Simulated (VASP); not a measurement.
# Ge: single point with PBEsol

Ge:

```
CELL_PARAMETERS angstrom
-3.46966 3.46966 3.46966
3.46966 -3.46966 3.46966
3.46966 3.46966 -3.46966
ATOMIC_POSITIONS crystal
Ge 0.50000 0.00000 0.82912
Ge 0.79584 0.50000 0.00000
Ge 0.00000 0.79584 0.50000
Ge 0.70416 0.70416 0.70416
Ge 0.50000 0.00000 0.20416
Ge 0.20416 0.50000 0.00000
Ge 0.00000 0.20416 0.50000
Ge 0.29584 0.29584 0.29584
```

This cell differs from its parent crystal: atom 1 (Ge) moved +0.200 Å towards its neighbour atom 5 (Ge) at 2.454 Å.

```yaml
Program: VASP 6.6.1
Task: single point
Functional: PBEsol
Potentials_or_basis: VASP PAW PBE potentials, release 64 (Ge_d)
Cutoff: 520 eV
k_mesh: 8 × 8 × 8
Occupations: gaussian, width 0.15 eV
Spin: no spin polarisation
Dipole_correction: no
Further_INCAR_settings: ALGO = Normal; EDIFF = 1e-07; NBANDS = 66
```

```json
{
  "Pressure": "0.9 GPa",
  "Largest force": "2.292 eV/Å",
  "Band gap on the k mesh": "zero (bands 56 and 57 overlap by 0.77 eV)"
}
```

Forces in eV/Å, atoms in the order of the input:
```
Ge  -1.323 -1.323  1.323
Ge  -0.112  0.063 -0.203
Ge   0.063  0.203  0.112
Ge   0.203 -0.112 -0.063
Ge   1.076  1.076 -1.076
Ge   0.013  0.020 -0.061
Ge   0.020  0.061 -0.013
Ge   0.061  0.013 -0.020
```

Stress tensor (GPa, compression positive):
```
 0.89  1.57 -1.57
 1.57  0.89 -1.57
-1.57 -1.57  0.89
```

Levels at points of the mesh, in eV from the Fermi level:
```csv
k point,band 53,band 54,band 55,band 56,band 57,band 58,band 59,band 60
"(0.00, 0.00, 0.00)",-3.54,-1.25,-1.25,-0.90,1.45,1.45,1.63,3.82
"(0.50, 0.00, 0.00)",-2.02,-1.89,-1.13,-1.07,0.26,0.52,1.79,1.86
"(0.00, 0.00, 0.50)",-2.11,-2.09,-1.19,-1.10,0.34,0.51,1.83,2.08
"(0.50, 0.50, 0.50)",-2.32,-1.48,0.12,0.50,0.50,1.49,2.50,2.76
```

Wall time 9.2 min on 1 thread of Intel(R) Xeon(R) 6975P-C (Granite Rapids) (shared host), peak memory 0.76 GiB.

Caveat: the cell differs from its parent crystal (atom 1 (Ge) moved +0.200 Å towards its neighbour atom 5 (Ge) at 2.454 Å); semilocal functionals underestimate gaps, and a narrow one can read as zero; the PAW data sets were made with another functional, which shifts forces and pressure a little.
